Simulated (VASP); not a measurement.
# SnSe (I-4m2) in VASP: single point with HSE06

Aim: the single point of SnSe with HSE06.

All numbers are computed with VASP 6.6.1; they aren't measurements. Logs are shortened: lines on timing, memory, paths and dates and some standing lists are left out, and cuts for length are marked.

## 1. The cell of the first run

It takes space group I-4m2 (No. 119, tetragonal). The conventional cell has a = 4.757 Å, b = 4.757 Å, c = 6.585 Å, α = 90.00°, β = 90.00°, γ = 90.00°. Within 3.8 Å of Sn (site symmetry -4m2) lie 4 Se at 2.89 Å. Se (site symmetry -4m2) has 4 Sn at 2.89 Å within 3.8 Å.

## 2. Single point, HSE06 (uniaxial z strain -2.1%)

Input file POSCAR:

```
SnSe
1.0
    0.0000000000      3.3639842963      3.2923314308
    3.3639842963      0.0000000000      3.2923314308
    3.3639842963      3.3639842963      0.0000000000
Sn Se
1 1
Direct
    0.0000000000      0.0000000000      0.0000000000
    0.2500000000      0.2500000000      0.2500000000
```

Input file INCAR.step1:

```
SYSTEM = SnSe
PREC = Accurate ; ENCUT = 520
EDIFF = 1E-5 ; ISMEAR = -1
SIGMA = 0.02 ; LREAL = .FALSE.
LASPH = .TRUE. ; NELM = 80
ALGO = Normal ; ISIF = 2
LWAVE = .TRUE. ; LCHARG = .FALSE.
GGA = PE ; NBANDS = 17
```

Input file INCAR.step2:

```
SYSTEM = SnSe
PREC = Accurate ; ENCUT = 520
EDIFF = 1E-7 ; ISMEAR = -1
SIGMA = 0.02 ; LREAL = .FALSE.
LASPH = .TRUE. ; NELM = 80
ALGO = Normal ; ISIF = 2
LWAVE = .FALSE. ; LCHARG = .FALSE.
GGA = PE ; LHFCALC = .TRUE.
HFSCREEN = 0.2079 ; PRECFOCK = Normal
ISTART = 1 ; NBANDS = 17
```

Input file KPOINTS:

```
Automatic mesh
0
G
  4 4 4
  0 0 0
```

Potentials or basis: VASP PAW PBE potentials, release 64 (Sn_d, Se).

Started as:

```sh
$ cat potpaw_PBE.64/Sn_d/POTCAR potpaw_PBE.64/Se/POTCAR > POTCAR
$ cp INCAR.step1 INCAR
$ mpirun -np 1 vasp_std > vasp.out
$ cp INCAR.step2 INCAR
$ mpirun -np 1 vasp_std > vasp.out
```

OUTCAR:

```text
SYSTEM = SnSe
   PREC = Accurate
   ENCUT = 520
   EDIFF = 1E-7
   ISMEAR = -1
   LREAL = .FALSE.
   LASPH = .TRUE.
   NELM = 80
   ISIF = 2
   GGA = PE
   LHFCALC = .TRUE.
   HFSCREEN = 0.2079
   PRECFOCK = Normal
   ISTART = 1

 ion  position               nearest neighbor table
   1  0.000  0.000  0.000-   2 2.89   2 2.89   2 2.89   2 2.89
   2  0.250  0.250  0.250-   1 2.89   1 2.89   1 2.89   1 2.89

  LATTYP: Found a body centered tetragonal cell.
 ALAT       =     4.7573922154
 C/A-ratio  =     1.3840908135

  Lattice vectors:

 A1 = (   0.0000000000,  -3.3639842963,  -3.2923314308)
 A2 = (   0.0000000000,   3.3639842963,  -3.2923314308)
 A3 = (   3.3639842963,   0.0000000000,   3.2923314308)

Analysis of symmetry for initial positions (statically):
=====================================================================
 Subroutine PRICEL returns:
 Original cell was already a primitive cell.

 Routine SETGRP: Setting up the symmetry group for a
 body centered tetragonal supercell.

 Subroutine GETGRP returns: Found  8 space group operations
 (whereof  8 operations were pure point group operations)
 out of a pool of 16 trial point group operations.

The static configuration has the point symmetry D_2d.

Analysis of symmetry for dynamics (positions and initial velocities):
=====================================================================
 Subroutine PRICEL returns:
 Original cell was already a primitive cell.

 Routine SETGRP: Setting up the symmetry group for a
 body centered tetragonal supercell.

 Subroutine GETGRP returns: Found  8 space group operations
 (whereof  8 operations were pure point group operations)
 out of a pool of 16 trial point group operations.

The dynamic configuration has the point symmetry D_2d.

 Subroutine INISYM returns: Found  8 space group operations
 (whereof  8 operations are pure point group operations),
 and found     1 'primitive' translations

----------------------------------------------------------------------------------------

                                     Primitive cell

  volume of cell :      74.5146

  direct lattice vectors                    reciprocal lattice vectors
     0.000000000  3.363984296  3.292331431    -0.148633274  0.148633274  0.151868064
[... 77 lines left out ...]
   NSW    =      0    number of steps for IOM
   IBRION =     -1    ionic relax: 0-MD 1-quasi-New 2-CG
   NFREE  =      0    steps in history (QN), initial steepest desc. (CG)
   ISIF   =      2    stress and relaxation
   ISYM   =      3    0-nonsym 1-usesym 2-fastsym
   POTIM  = 0.5000    time-step for ionic-motion
   TEBEG  =    0.0;   TEEND  =   0.0 temperature during run
   PSTRESS=    0.0 pullay stress
   NELECT =      20.0000    total number of electrons
   NUPDOWN=      -1.0000    fix difference up-down
   EMIN   =  10.00;   EMAX   =-10.00  energy-range for DOS
   EFERMI =   0.00;   METHOD = LEGACY
   ISMEAR =    -1;   SIGMA  =   0.02  broadening in eV -4-tet -1-fermi 0-gaus
   EFERMI_NEDOS =   21; number of points for ismear=-14 and -15
   IALGO  =     38    algorithm
   IMIX   =      1    mixing-type and parameters
     AMIX     =   0.40;   BMIX     =  1.00
     AMIX_MAG =   1.60;   BMIX_MAG =  1.00
  volume/ion in A,a.u.               =      37.26       251.42
  Fermi-wavevector in a.u.,A,eV,Ry     =   1.056017  1.995583 15.172842  1.115172
  Thomas-Fermi vector in A             =   2.191237
   LORBIT       =      0    0 simple, 1 ext, 2 COOP (PROOUT), +10 PAW based schemes
   GGA     = PE    functional components
   LHFCALC =     T    Hartree Fock is set to
   PRECFOCK=normal    Normal, Fast or Accurate (Low or Medium for compatibility)
   ENCUT4O =  -1.0   cutoff for four orbital integrals eV
   NKREDX  =     1    reduce k-point grid by
   NKREDY  =     1    reduce k-point grid by
   NKREDZ  =     1    reduce k-point grid by
   AEXX    =    0.2500 exact exchange contribution
   HFSCREEN=    0.2079 screening length (either q_TF or 0.3 A-1)
   HFSCREENC=   0.2079 screening length for correlation (either q_TF or 0.3 A-1)
   ENCUTFOCK=  -1.0 apply spherical cutoff to Coloumb kernel
   IVDW    =     0    specifies the selected vdW correction
   LEPSILON=     F    determine dielectric tensor
   LRPA    =     F    only Hartree local field effects (RPA)
 non-spin polarized calculation
  energy-cutoff  :      520.00
  volume of cell :       74.51
 maximum number of plane-waves:      2029
  NGX = 28; NGY = 28; NGZ = 28

 number of electron      20.0000006 magnetization

 Free energy of the ion-electron system (eV)
  ---------------------------------------------------
  ext. energy  EPLUGINS =         0.00000000
  ---------------------------------------------------
  free energy    TOTEN  =        -9.21142223 eV

  energy without entropy =       -9.21111567  energy(sigma->0) =       -9.21126895

 E-fermi :   3.1861     XC(G=0):  -6.6568

 val. band max:        3.1140714062   @ k =  -0.2500   0.2500   0.5000
 cond. band min:       3.2458029606   @ k =   0.5000   0.5000   0.0000
 fundamental gap:      0.1317315544
 Fermi energy:         3.1860779816

 k-point     1 :       0.0000    0.0000    0.0000
  band No.  band energies     occupation
      1     -21.0753      2.00000
      2     -21.0753      2.00000
      3     -21.0731      2.00000
      4     -21.0574      2.00000
      5     -21.0552      2.00000
      6     -11.8550      2.00000
[... 237 lines left out ...]
      4     -21.0565      2.00000
      5     -21.0561      2.00000
      6     -11.1046      2.00000
[... 9 lines left out ...]
     16      12.4247      0.00000
     17      12.6172      0.00000

------------------------ aborting loop because EDIFF is reached ----------------------------------------

  FORCE on cell =-STRESS in cart. coord.  units (eV):
  Direction    XX          YY          ZZ          XY          YZ          ZX
  --------------------------------------------------------------------------------------
  -------------------------------------------------------------------------------------
  Total        0.3802734      0.3802734      0.3575333      0.0000000      0.0000000      0.0000000
  in kB        8.1764547      8.1764547      7.6875092      0.0000000      0.0000000      0.0000000
  external PRESSURE =       8.0134729 kB  Pullay stress =       0.0000000 kB

 VOLUME and BASIS-vectors are now :
 -----------------------------------------------------------------------------
  energy-cutoff  :      520.00
  volume of cell :       74.51
      direct lattice vectors                 reciprocal lattice vectors
     0.000000000  3.363984296  3.292331431    -0.148633274  0.148633274  0.151868064
     3.363984296  0.000000000  3.292331431     0.148633274 -0.148633274  0.151868064
     3.363984296  3.363984296  0.000000000     0.148633274  0.148633274 -0.151868064

 POSITION                                       TOTAL-FORCE (eV/Angst)
 -----------------------------------------------------------------------------------
      0.00000      0.00000      0.00000        -0.000000     -0.000000     -0.000000
      1.68199      1.68199      1.64617         0.000000      0.000000      0.000000
 -----------------------------------------------------------------------------------
    total drift:                               -0.000000     -0.000001     -0.000001

  FREE ENERGIE OF THE ION-ELECTRON SYSTEM (eV)
  ---------------------------------------------------
  free  energy   TOTEN  =        -9.2114222327 eV

  energy  without entropy=       -9.2111156750  energy(sigma->0) =       -9.21126895
```

OSZICAR.step1:

```text
N       E                     dE             d eps       ncg     rms          rms(c)
DAV:   1     0.136734976006E+03    0.13673E+03   -0.94831E+03   452   0.127E+03
DAV:   2     0.653115634439E+01   -0.13020E+03   -0.12639E+03   467   0.337E+02
DAV:   3    -0.763876429173E+01   -0.14170E+02   -0.14005E+02   518   0.978E+01
DAV:   4    -0.805623733312E+01   -0.41747E+00   -0.41716E+00   524   0.186E+01
DAV:   5    -0.806899302193E+01   -0.12756E-01   -0.12755E-01   595   0.310E+00    0.343E+00
DAV:   6    -0.775828736650E+01    0.31071E+00   -0.88635E-01   650   0.440E+00    0.223E+00
DAV:   7    -0.775989407392E+01   -0.16067E-02   -0.68048E-02   480   0.119E+00    0.113E+00
DAV:   8    -0.776060111710E+01   -0.70704E-03   -0.76910E-03   557   0.783E-01    0.123E-01
DAV:   9    -0.776069691747E+01   -0.95800E-04   -0.19137E-03   558   0.285E-01    0.735E-02
DAV:  10    -0.776090467345E+01   -0.20776E-03   -0.32921E-04   476   0.115E-01    0.174E-02
DAV:  11    -0.776094793057E+01   -0.43257E-04   -0.54578E-05   549   0.475E-02    0.703E-03
DAV:  12    -0.776095258115E+01   -0.46506E-05   -0.69372E-06   409   0.265E-02
   1 F= -.77609526E+01 E0= -.77598975E+01  d E =-.211018E-02
```

Wall time 33 min (1 thread of Intel Xeon Platinum 8488C (Sapphire Rapids), shared host); peak memory 0.32 GiB.

Results:

```
Free energy            : -9.2114 eV
Pressure               : 0.8 GPa
Band gap on the k mesh : 0.13 eV (least direct gap 0.98 eV)
```

Caveat: the cell differs from its parent crystal (uniaxial z strain -2.1%); the structure was generated, so it needn't be the stable form of SnSe; the PAW data sets were made with another functional, which shifts forces and pressure a little; spin-orbit coupling is left out, which moves the levels of the heavy elements.
